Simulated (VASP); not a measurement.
# Cu (P6_3/mmc) in VASP: notebook

The runs below take Cu through single point, with PBEsol, LDA, r2SCAN.

All numbers are computed with VASP 6.6.1; they aren't measurements. Logs are shortened: lines on timing, memory, paths and dates and some standing lists are left out, and cuts for length are marked.

## 1. The cell of the first run

The structure is hexagonal, space group P6_3/mmc (No. 194). The conventional cell has a = 2.580 Å, b = 2.580 Å, c = 8.424 Å, α = 90.00°, β = 90.00°, γ = 120.00°. Cu (site symmetry -6m2) has 12 Cu at 2.58 Å within 3.4 Å. Cu (site symmetry -3m) has 12 Cu at 2.58 Å within 3.4 Å.

This isn't the form of Cu at room conditions, which is fcc.

## 2. Single point, PBEsol

Contents of INCAR:

```
ALGO = Normal
EDIFF = 1E-6
ENCUT = 820
GGA = PS
GGA_COMPAT = False
ISIF = 2
ISMEAR = -1
LASPH = True
LCHARG = False
LREAL = False
LWAVE = False
NBANDS = 46
NELM = 120
PREC = Accurate
SIGMA = 0.05
```

Contents of KPOINTS:

```
k-points
0
Gamma
  12 12 4
```

Contents of POSCAR:

```
Cu
1.0
    2.5803994521      0.0000000000      0.0000000000
   -1.2901997261      2.2346914775      0.0000000000
    0.0000000000      0.0000000000      8.4238525920
Cu
4
Direct
    0.6666666667      0.3333333333      0.7500000000
    0.0000000000      0.0000000000      0.5000000000
    0.3333333333      0.6666666667      0.2500000000
    0.0000000000      0.0000000000      0.0000000000
```

Potentials or basis: VASP PAW PBE potentials, release 64 (Cu_sv_GW).

Run with:

```sh
> cat potpaw_PBE.64/Cu_sv_GW/POTCAR > POTCAR
> mpirun -np 1 vasp_std > vasp.out
```

OUTCAR:

```text
EDIFF = 1E-6
   ENCUT = 820
   GGA = PS
   ISIF = 2
   ISMEAR = -1
   LASPH = True
   LREAL = False
   NELM = 120
   PREC = Accurate

 ion  position               nearest neighbor table
   1  0.667  0.333  0.750-   2 2.58   4 2.58   2 2.58   4 2.58   2 2.58   4 2.58
   2  0.000  0.000  0.500-   1 2.58   3 2.58   1 2.58   3 2.58   1 2.58   3 2.58
   3  0.333  0.667  0.250-   2 2.58   4 2.58   2 2.58   4 2.58   2 2.58   4 2.58
   4  0.000  0.000  0.000-   1 2.58   3 2.58   1 2.58   3 2.58   1 2.58   3 2.58

  LATTYP: Found a hexagonal cell.
 ALAT       =     2.5803994521
 C/A-ratio  =     3.2645537051

  Lattice vectors:

 A1 = (   2.5803994521,   0.0000000000,   0.0000000000)
 A2 = (  -1.2901997261,   2.2346914775,   0.0000000000)
 A3 = (   0.0000000000,   0.0000000000,   8.4238525920)

Analysis of symmetry for initial positions (statically):
=====================================================================
 Subroutine PRICEL returns:
 Original cell was already a primitive cell.

 Routine SETGRP: Setting up the symmetry group for a
 hexagonal supercell.

 Subroutine GETGRP returns: Found 24 space group operations
 (whereof 12 operations were pure point group operations)
 out of a pool of 24 trial point group operations.

The static configuration has the point symmetry D_3d.
 The point group associated with its full space group is D_6h.

Analysis of symmetry for dynamics (positions and initial velocities):
=====================================================================
 Subroutine PRICEL returns:
 Original cell was already a primitive cell.

 Routine SETGRP: Setting up the symmetry group for a
 hexagonal supercell.

 Subroutine GETGRP returns: Found 24 space group operations
 (whereof 12 operations were pure point group operations)
 out of a pool of 24 trial point group operations.

The dynamic configuration has the point symmetry D_3d.
 The point group associated with its full space group is D_6h.

 Subroutine INISYM returns: Found 24 space group operations
 (whereof 12 operations are pure point group operations),
 and found     1 'primitive' translations

----------------------------------------------------------------------------------------

                                     Primitive cell

  volume of cell :      48.5753

  direct lattice vectors                    reciprocal lattice vectors
     2.580399452  0.000000000  0.000000000     0.387536898  0.223744533  0.000000000
    -1.290199726  2.234691478  0.000000000     0.000000000  0.447489065  0.000000000
     0.000000000  0.000000000  8.423852592     0.000000000  0.000000000  0.118710529

  length of vectors
     2.580399452  2.580399452  8.423852592     0.447489065  0.447489065  0.118710529

  position of ions in fractional coordinates (direct lattice)
     0.666666667  0.333333333  0.750000000
     0.000000000  0.000000000  0.500000000
     0.333333333  0.666666667  0.250000000
     0.000000000  0.000000000  0.000000000

  ion indices of the primitive-cell ions
   primitive index   ion index
                 1           1
                 2           2
                 3           3
                 4           4

----------------------------------------------------------------------------------------

 KPOINTS: k-points

Automatic generation of k-mesh.
 Grid dimensions read from file:
 generate k-points for:   12   12    4

 Generating k-lattice:

  Cartesian coordinates                     Fractional coordinates (reciprocal lattice)
     0.032294742  0.018645378  0.000000000     0.083333333  0.000000000  0.000000000
     0.000000000  0.037290755  0.000000000     0.000000000  0.083333333  0.000000000
     0.000000000  0.000000000  0.029677632     0.000000000  0.000000000  0.250000000

  Length of vectors
     0.037290755  0.037290755  0.029677632

  Shift w.r.t. Gamma in fractional coordinates (k-lattice)
     0.000000000  0.000000000  0.000000000

 Subroutine IBZKPT returns following result:
 ===========================================

 Found     57 irreducible k-points:

 Following reciprocal coordinates:
            Coordinates               Weight
  0.000000  0.000000  0.000000      1.000000
  0.083333 -0.000000  0.000000      6.000000
  0.166667 -0.000000  0.000000      6.000000
  0.250000 -0.000000  0.000000      6.000000
  0.333333  0.000000  0.000000      6.000000
  0.416667  0.000000  0.000000      6.000000
[... 16 lines left out ...]
  0.250000 -0.000000  0.250000     12.000000
  0.333333  0.000000  0.250000     12.000000
 [... further k-points ...]
   k-points           NKPTS =     57   k-points in BZ     NKDIM =     57   number of bands    NBANDS=     46
   number of dos      NEDOS =    301   number of ions     NIONS =      4
   total plane-waves  NPLWV =  46080
   dimension x,y,z NGX =    24 NGY =   24 NGZ =   80
   dimension x,y,z NGXF=    48 NGYF=   48 NGZF=  160
   ions per type =               4
   NGX,Y,Z   is equivalent  to a cutoff of  15.46, 15.46, 15.79 a.u.
   NGXF,Y,Z  is equivalent  to a cutoff of  30.92, 30.92, 31.58 a.u.
 SYSTEM =  unknown system
   PREC   = accura    normal or accurate (medium, high low for compatibility)
   ISTART =      0    job   : 0-new  1-cont  2-samecut
   ICHARG =      2    charge: 1-file 2-atom 10-const
   ISPIN  =      1    spin polarized calculation?
   LNONCOLLINEAR =      F non collinear calculations
   LSORBIT =      F    spin-orbit coupling
   LASPH  =      T    aspherical Exc in radial PAW
   ENCUT  =  820.0 eV  60.27 Ry    7.76 a.u.   6.02  6.02 19.67*2*pi/ulx,y,z
   NELM   =    120;   NELMIN=  2; NELMDL= -5     # of ELM steps
   EDIFF  = 0.1E-05   stopping-criterion for ELM
   LREAL  =      F    real-space projection
   EDIFFG = 0.1E-04   stopping-criterion for IOM
   NSW    =      0    number of steps for IOM
   IBRION =     -1    ionic relax: 0-MD 1-quasi-New 2-CG
   NFREE  =      0    steps in history (QN), initial steepest desc. (CG)
   ISIF   =      2    stress and relaxation
   ISYM   =      2    0-nonsym 1-usesym 2-fastsym
   POTIM  = 0.5000    time-step for ionic-motion
   TEBEG  =    0.0;   TEEND  =   0.0 temperature during run
   PSTRESS=    0.0 pullay stress
   NELECT =      76.0000    total number of electrons
   NUPDOWN=      -1.0000    fix difference up-down
   EMIN   =  10.00;   EMAX   =-10.00  energy-range for DOS
   EFERMI =   0.00;   METHOD = LEGACY
   ISMEAR =    -1;   SIGMA  =   0.05  broadening in eV -4-tet -1-fermi 0-gaus
   EFERMI_NEDOS =   21; number of points for ismear=-14 and -15
   IALGO  =     38    algorithm
   IMIX   =      4    mixing-type and parameters
     AMIX     =   0.40;   BMIX     =  1.00
     AMIX_MAG =   1.60;   BMIX_MAG =  1.00
  volume/ion in A,a.u.               =      12.14        81.95
  Fermi-wavevector in a.u.,A,eV,Ry     =   1.900528  3.591477 49.144334  3.612007
  Thomas-Fermi vector in A             =   2.939619
   LORBIT       =      0    0 simple, 1 ext, 2 COOP (PROOUT), +10 PAW based schemes
   GGA     = PS    functional components
   LHFCALC =     F    Hartree Fock is set to
   AEXX    =    0.0000 exact exchange contribution
   IVDW    =     0    specifies the selected vdW correction
   LEPSILON=     F    determine dielectric tensor
   LRPA    =     F    only Hartree local field effects (RPA)
 non-spin polarized calculation
  energy-cutoff  :      820.00
  volume of cell :       48.58
 maximum number of plane-waves:      2622
   NGX = 13   NGY = 13   NGZ = 39

 number of electron      75.9999991 magnetization

 Free energy of the ion-electron system (eV)
  ---------------------------------------------------
  ext. energy  EPLUGINS =         0.00000000
  ---------------------------------------------------
  free energy    TOTEN  =       -17.41851053 eV

  energy without entropy =      -17.40526813  energy(sigma->0) =      -17.41188933

 E-fermi :   6.9680     XC(G=0): -13.3714

 val. band max:        6.9424492485   @ k =   0.4167   0.0833   0.5000
 cond. band min:       7.0973084556   @ k =   0.5000  -0.0000   0.5000
 fundamental gap:      0.1548592072
 Fermi energy:         6.9679993536

 k-point     1 :       0.0000    0.0000    0.0000
  band No.  band energies     occupation
      1    -105.1282      2.00000
      2    -105.1258      2.00000
      3    -105.1088      2.00000
      4    -105.1066      2.00000
      5     -62.6948      2.00000
      6     -62.6524      2.00000
[... 38 lines left out ...]
     45      28.4742      0.00000
     46      28.7011      0.00000

 k-point     2 :       0.0833   -0.0000    0.0000
  band No.  band energies     occupation
      1    -105.1275      2.00000
      2    -105.1254      2.00000
      3    -105.1082      2.00000
      4    -105.1062      2.00000
      5     -62.6928      2.00000
      6     -62.6528      2.00000
[... 38 lines left out ...]
     45      26.5339      0.00000
     46      26.6750      0.00000

 k-point     3 :       0.1667   -0.0000    0.0000
  band No.  band energies     occupation
      1    -105.1257      2.00000
      2    -105.1239      2.00000
      3    -105.1067      2.00000
      4    -105.1052      2.00000
      5     -62.6871      2.00000
      6     -62.6544      2.00000
[... 38 lines left out ...]
     45      22.9141      0.00000
     46      22.9623      0.00000

 k-point     4 :       0.2500   -0.0000    0.0000
  band No.  band energies     occupation
      1    -105.1231      2.00000
      2    -105.1220      2.00000
      3    -105.1047      2.00000
      4    -105.1036      2.00000
      5     -62.6787      2.00000
      6     -62.6599      2.00000
[... 920 lines left out ...]
     45      23.0060      0.00000
     46      24.4247      0.00000

 k-point    23 :       0.2500   -0.0000    0.2500
  band No.  band energies     occupation
      1    -105.1229      2.00000
      2    -105.1222      2.00000
      3    -105.1046      2.00000
      4    -105.1038      2.00000
      5     -62.6773      2.00000
      6     -62.6668      2.00000
[... 38 lines left out ...]
     45      20.4460      0.00000
     46      22.7456      0.00000

 k-point    24 :       0.3333    0.0000    0.2500
  band No.  band energies     occupation
      1    -105.1205      2.00000
      2    -105.1201      2.00000
      3    -105.1026      2.00000
      4    -105.1021      2.00000
      5     -62.6786      2.00000
      6     -62.6717      2.00000
[... 38 lines left out ...]
     45      19.2601      0.00000
     46      20.0186      0.00000

 [... further k-points ...]

------------------------ aborting loop because EDIFF is reached ----------------------------------------

  FORCE on cell =-STRESS in cart. coord.  units (eV):
  Direction    XX          YY          ZZ          XY          YZ          ZX
  --------------------------------------------------------------------------------------
  -------------------------------------------------------------------------------------
  Total       -3.2898628     -3.2898628     -3.4495859      0.0000000      0.0000000      0.0000000
  in kB     -108.5108317   -108.5108317   -113.7790430      0.0000000      0.0000000      0.0000000
  external PRESSURE =    -110.2669021 kB  Pullay stress =       0.0000000 kB

 VOLUME and BASIS-vectors are now :
 -----------------------------------------------------------------------------
  energy-cutoff  :      820.00
  volume of cell :       48.58
      direct lattice vectors                 reciprocal lattice vectors
     2.580399452  0.000000000  0.000000000     0.387536898  0.223744533  0.000000000
    -1.290199726  2.234691478  0.000000000     0.000000000  0.447489065  0.000000000
     0.000000000  0.000000000  8.423852592     0.000000000  0.000000000  0.118710529

 POSITION                                       TOTAL-FORCE (eV/Angst)
 -----------------------------------------------------------------------------------
      1.29020      0.74490      6.31789         0.000000     -0.000000     -0.000000
      0.00000      0.00000      4.21193         0.000000      0.000000      0.000000
     -0.00000      1.48979      2.10596        -0.000000      0.000000     -0.000000
      0.00000      0.00000      0.00000         0.000000      0.000000      0.000000
 -----------------------------------------------------------------------------------
    total drift:                               -0.000000      0.000000     -0.000000

  FREE ENERGIE OF THE ION-ELECTRON SYSTEM (eV)
  ---------------------------------------------------
  free  energy   TOTEN  =       -17.4185105323 eV

  energy  without entropy=      -17.4052681321  energy(sigma->0) =      -17.41188933
```

Run time: 4.1 min. Hardware: 1 thread of Intel Xeon Platinum 8259CL at 2.50GHz (Skylake/Cascade Lake), shared host; peak memory 0.34 GiB.

What came out:

```
Free energy            : -17.4185 eV
Pressure               : -11.0 GPa
Band gap on the k mesh : zero (bands 38 and 39 overlap by 4.99 eV)
```

Stress tensor (GPa, compression positive):
```
-10.85   0.00   0.00
  0.00 -10.85   0.00
  0.00   0.00 -11.38
```

Caveat: the cell stands under tension; the PAW data sets were made with another functional, which shifts forces and pressure a little.

## 3. Single point, LDA

This run uses another cell than the first one, of 10.77 Å³/atom.

Contents of INCAR:

```
SYSTEM = Cu
PREC = Accurate
ENCUT = 820
EDIFF = 1E-6
ISMEAR = -1
SIGMA = 0.05
LREAL = .False.
LASPH = .True.
NELM = 120
ALGO = Normal
ISIF = 2
LWAVE = .False.
LCHARG = .True.
LELF = .True.
LVHAR = .True.
NBANDS = 46
GGA_COMPAT = .False.
```

Contents of KPOINTS:

```
Automatic mesh
0
Gamma
  12 12 4
  0 0 0
```

Contents of POSCAR:

```
Cu
1.0
    2.4791012850      0.0000000000      0.0000000000
   -1.2395506425      2.1469646914      0.0000000000
    0.0000000000      0.0000000000      8.0931592851
Cu
4
Direct
    0.6666666667      0.3333333333      0.7500000000
    0.0000000000      0.0000000000      0.5000000000
    0.3333333333      0.6666666667      0.2500000000
    0.0000000000      0.0000000000      0.0000000000
```

Potentials or basis: VASP PAW LDA potentials, release 64 (Cu_sv_GW).

Run with:

```sh
> cat potpaw_LDA.64/Cu_sv_GW/POTCAR > POTCAR
> mpirun -np 1 vasp_std > vasp.out
```

It took 3.3 min on 1 thread of Intel Xeon Platinum 8259CL at 2.50GHz (Skylake/Cascade Lake), shared host; peak memory 0.3 GiB.

The run converged. Its results:

```yaml
Free_energy: -19.4113 eV
Pressure: 0.3 GPa
Band_gap_on_the_k_mesh: zero (bands 38 and 39 overlap by 5.43 eV)
```

Stress tensor (GPa, compression positive):
```
 0.51  0.00  0.00
 0.00  0.51  0.00
 0.00  0.00 -0.02
```

Levels at points of the mesh, in eV from the Fermi level:
```csv
k point,band 35,band 36,band 37,band 38,band 39,band 40,band 41,band 42
"(0.00, 0.00, 0.00)",-2.20,-2.02,-2.02,-1.68,-1.68,-1.23,4.29,13.30
"(0.50, 0.00, 0.00)",-1.52,-1.51,-0.75,0.31,1.11,1.69,5.11,5.13
"(0.00, 0.00, 0.50)",-2.35,-2.35,-1.82,-1.82,-1.82,-1.82,7.50,7.50
"(0.50, 0.00, 0.50)",-1.53,-1.53,0.07,0.07,1.47,1.47,5.58,5.58
```

## 4. Single point, r2SCAN

This run uses another cell than the first one, of 11.23 Å³/atom.

Contents of POSCAR:

```
Cu
1.0
    2.5137785214      0.0000000000      0.0000000000
   -1.2568892608      2.1769960591      0.0000000000
    0.0000000000      0.0000000000      8.2063649859
Cu
4
Direct
    0.6666666667      0.3333333333      0.7500000000
    0.0000000000      0.0000000000      0.5000000000
    0.3333333333      0.6666666667      0.2500000000
    0.0000000000      0.0000000000      0.0000000000
```

Contents of INCAR.step1:

```
PREC = Accurate
ENCUT = 900
ISMEAR = -1
SIGMA = 0.05
LREAL = False
LASPH = True
NELM = 120
NBANDS = 46
GGA = PE
ALGO = Normal
EDIFF = 1E-5
LWAVE = True
LCHARG = False
GGA_COMPAT = False
```

Contents of INCAR.step2:

```
PREC = Accurate
ENCUT = 900
EDIFF = 1E-6
ISMEAR = -1
SIGMA = 0.05
LREAL = False
LASPH = True
NELM = 120
ALGO = Normal
ISIF = 2
LWAVE = False
LCHARG = False
METAGGA = R2SCAN
LMIXTAU = True
NBANDS = 46
ISTART = 1
GGA_COMPAT = False
```

Contents of KPOINTS:

```
Automatic mesh
0
Gamma
  12 12 4
```

Potentials or basis: VASP PAW PBE potentials, release 64 (Cu_sv_GW).

Run with:

```sh
> cat potpaw_PBE.64/Cu_sv_GW/POTCAR > POTCAR
> cp INCAR.step1 INCAR
> mpirun -np 1 vasp_std > vasp.out
> cp INCAR.step2 INCAR
> mpirun -np 1 vasp_std > vasp.out
```

It took 12 min on 1 thread of Intel Xeon 6975P-C (Granite Rapids), shared host; peak memory 0.4 GiB.

Results (log left out):

```
Free energy            : -43.5981 eV
Pressure               : 2.6 GPa
Band gap on the k mesh : zero (bands 38 and 39 overlap by 5.44 eV)
```

Stress tensor (GPa, compression positive):
```
2.71 0.00 0.00
0.00 2.71 0.00
0.00 0.00 2.24
```

Levels at points of the mesh, in eV from the Fermi level:
| k point | band 35 | band 36 | band 37 | band 38 | band 39 | band 40 | band 41 | band 42 |
| --- | --- | --- | --- | --- | --- | --- | --- | --- |
| (0.00, 0.00, 0.00) | -2.17 | -2.00 | -2.00 | -1.68 | -1.68 | -1.18 | 4.34 | 13.49 |
| (0.50, 0.00, 0.00) | -1.53 | -1.51 | -0.71 | 0.39 | 1.12 | 1.74 | 5.18 | 5.19 |
| (0.00, 0.00, 0.50) | -2.32 | -2.32 | -1.82 | -1.82 | -1.82 | -1.82 | 7.60 | 7.60 |
| (0.50, 0.00, 0.50) | -1.54 | -1.54 | 0.08 | 0.08 | 1.51 | 1.51 | 5.68 | 5.68 |

Caveat: the PAW data sets were made with another functional, which shifts forces and pressure a little.

## 5. Single point, LDA

This run uses another cell than the first one, of 11.91 Å³/atom.

Contents of INCAR:

```
PREC = Accurate ; ENCUT = 820
EDIFF = 1E-6 ; ISMEAR = -1
SIGMA = 0.05 ; LREAL = False
LASPH = True ; NELM = 120
ALGO = Normal ; ISIF = 2
LWAVE = False ; LCHARG = False
GGA = CA ; NBANDS = 46
GGA_COMPAT = False
```

Contents of KPOINTS:

```
regular mesh
0
Gamma
  12 12 4
```

Contents of POSCAR:

```
Cu
1.0
    2.5640673725      0.0000000000      0.0000000000
   -1.2820336863      2.2205474816      0.0000000000
    0.0000000000      0.0000000000      8.3705356409
Cu
4
Direct
    0.6666666667      0.3333333333      0.7500000000
    0.0000000000      0.0000000000      0.5000000000
    0.3333333333      0.6666666667      0.2500000000
    0.0000000000      0.0000000000      0.0000000000
```

Potentials or basis: VASP PAW LDA potentials, release 64 (Cu_sv_GW).

Run with:

```sh
> cat potpaw_LDA.64/Cu_sv_GW/POTCAR > POTCAR
> mpirun -np 1 vasp_std > vasp.out
```

Run time: 2.6 min. Hardware: 1 thread of AMD EPYC 9R45 (Zen 5), shared host; peak memory 0.28 GiB.

Results (log left out):

* Free energy: -19.2462 eV
* Pressure: -14.6 GPa
* Band gap on the k mesh: zero (bands 38 and 39 overlap by 5.12 eV)

Stress tensor (GPa, compression positive):
```
-14.38   0.00   0.00
  0.00 -14.38   0.00
  0.00   0.00 -14.95
```

Levels at points of the mesh, in eV from the Fermi level:
| k point | band 35 | band 36 | band 37 | band 38 | band 39 | band 40 | band 41 | band 42 |
| --- | --- | --- | --- | --- | --- | --- | --- | --- |
| (0.00, 0.00, 0.00) | -2.00 | -1.85 | -1.85 | -1.56 | -1.56 | -0.90 | 3.77 | 12.44 |
| (0.50, 0.00, 0.00) | -1.43 | -1.41 | -0.51 | 0.49 | 1.03 | 1.58 | 4.57 | 4.61 |
| (0.00, 0.00, 0.50) | -2.13 | -2.13 | -1.68 | -1.68 | -1.68 | -1.68 | 6.91 | 6.91 |
| (0.50, 0.00, 0.50) | -1.43 | -1.43 | 0.14 | 0.14 | 1.40 | 1.40 | 5.10 | 5.10 |

Caveat: the cell stands under tension.

[end of part 1 of 2]

The gap in the log of VASP goes by the Fermi energy; the results here count the filled bands.